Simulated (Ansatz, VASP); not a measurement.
# WSe2: VASP beside Ansatz

The input POSCAR:

```
WSe2
1.0
    3.4672447848      0.0000000000      0.0000000000
   -1.7336223924      3.0027220648      0.0000000000
    0.0000000000      0.0000000000     16.6581424200
W Se
1 2
Direct
    0.0000000000      0.0000000000      0.0000000000
    0.3333333333      0.6666666667      0.0997865200
    0.3333333333      0.6666666667      0.9002134800
```

File INCAR.step1:

```
SYSTEM = WSe2
ALGO = Normal
EDIFF = 1E-4
ENCUT = 520
GGA = PE
ISMEAR = 0
LASPH = .True.
LCHARG = .False.
LREAL = .False.
LWAVE = .True.
NBANDS = 20
NELM = 80
PREC = Accurate
SIGMA = 0.05
```

INCAR.step2

```
SYSTEM = WSe2
ALGO = Normal
EDIFF = 1E-7
ENCUT = 520
ISIF = 2
ISMEAR = 0
ISTART = 1
LASPH = .True.
LCHARG = .True.
LELF = .True.
LMIXTAU = .True.
LREAL = .False.
LVHAR = .True.
LWAVE = .False.
METAGGA = R2SCAN
NBANDS = 20
NELM = 80
PREC = Accurate
SIGMA = 0.05
```

File KPOINTS:

```
k-points
0
Gamma
  12 12 2
  0 0 0
```

Input for Ansatz:

```yaml
crystal:
  lattice:
    - [3.4672447848, 0.0, 0.0]
    - [-1.7336223924, 3.0027220648, 0.0]
    - [0.0, 0.0, 16.65814242]
  atoms:
    - { symbol: W, position: [0.0, 0.0, 0.0] }
    - { symbol: Se, position: [0.3333333333, 0.6666666667, 0.09978652] }
    - { symbol: Se, position: [0.3333333333, 0.6666666667, 0.90021348] }
basis:
  ecutwfc: 500
kpoints:
  mp_grid: { grid: [12, 12, 2] }
hamiltonian:
  xc: r2scan
scf:
  occupations: { method: gaussian, width: 0.05 }
output:
  forces: true
  stress: true
  eigenvalues: true
```

Change from the starting cell: strain +0.0450 x Voigt [1, 1, 0, 0, 0, 0], atoms carried along.

Alike in both runs: task single point; functional r2SCAN; k mesh 12 × 12 × 2; occupations gaussian, width 0.05 eV; no spin polarisation.

|  | VASP | Ansatz |
| --- | --- | --- |
| version | VASP 6.6.1 | Ansatz 0.2.0 |
| potentials or method | VASP PAW PBE potentials, release 64 (W_sv, Se), cutoff 520 eV | scalar-relativistic, plane waves, PAW |
| valence electrons in the cell | 26 | 46 |

Ansatz gave:

```
gap on the k mesh at the Fermi level (eV) : 1.20
least direct gap on the mesh (eV)         : 1.24
rms of the force components (eV/Å)        : 0.404
```

Q: Which values does VASP return?

A: gap on the k mesh at the Fermi level (eV): 1.19; least direct gap on the mesh (eV): 1.24; rms of the force components (eV/Å): 0.390.

VASP's potentials were made for PBE, not for r2SCAN. Atom by atom the forces differ by 0.013 eV/Å (rms over components). With one functional, cell and mesh, what is left measures potentials, basis and numerics. VASP's potentials hold 26 valence electrons a cell and Ansatz's 46, so a difference there can come from the potentials and not from the codes.

Spin-orbit coupling is off throughout.
